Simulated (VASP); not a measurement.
The system is BAs.

```
As B
1.0
     0.00000    2.43535    2.43535
     2.43535    0.00000    2.43535
     2.43535    2.43535    0.00000
As B
1 1
Direct
  0.75000 0.75000 0.75000
  0.00000 0.00000 0.00000
```

This cell differs from its parent crystal: volume scaled by 1.06.

Base run:

- Program: VASP 6.6.1
- Functional: PBEsol
- Potentials or basis: VASP PAW PBE potentials, release 64 (As, B)
- Cutoff: 520 eV
- k mesh: 10 × 10 × 10
- Occupations: fermi-dirac, width 0.05 eV
- Spin: no spin polarisation

Its results: band gap on the k mesh 1.13 eV, indirect (least direct gap 3.17 eV); pressure -7.2 GPa.

Question: The run is repeated on the same cell with these changes: functional from PBEsol to PBE exchange alone. What comes out?

Answer: Band gap on the k mesh 1.45 eV, indirect (least direct gap 3.28 eV); pressure 9.3 GPa.

Caveats: the PAW data sets were made with another functional, which shifts forces and pressure a little (some runs).

A k mesh can miss the band edges.
